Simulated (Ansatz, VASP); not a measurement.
One calculation of Mg, two programs

```
Mg
1.0
     3.01338    0.00000    0.00000
    -1.50669    2.60966    0.00000
     0.00000    0.00000    4.83518
Mg
2
Direct
  0.33333 0.66667 0.25000
  0.66667 0.33333 0.75000
```

Change from the starting cell: volume scaled by 0.88, PAW files.

Alike in both runs: task single point; functional LDA; k mesh 15 × 15 × 9; occupations fermi-dirac, width 0.05 eV; no spin polarisation.

|  | VASP | Ansatz |
| --- | --- | --- |
| version | VASP 6.6.1 | Ansatz 0.2.0 |
| potentials or method | VASP PAW LDA potentials, release 64 (Mg) | PAW with Ansatz's default frozen-core files, scalar-relativistic |
| plane-wave cutoff (eV) | 520 | 420 |
| valence electrons in the cell | 4 | 20 |

VASP gave:

```
pressure (GPa) : 6.2
```

Problem. What did Ansatz give for the same quantities?

Solution. Pressure (GPa): 6.6.

LDA's correlation is that of Perdew and Zunger in VASP and of Perdew and Wang (1992) in Ansatz. VASP's potentials hold 4 valence electrons a cell and Ansatz's 20, so a difference there can come from the potentials and not from the codes.
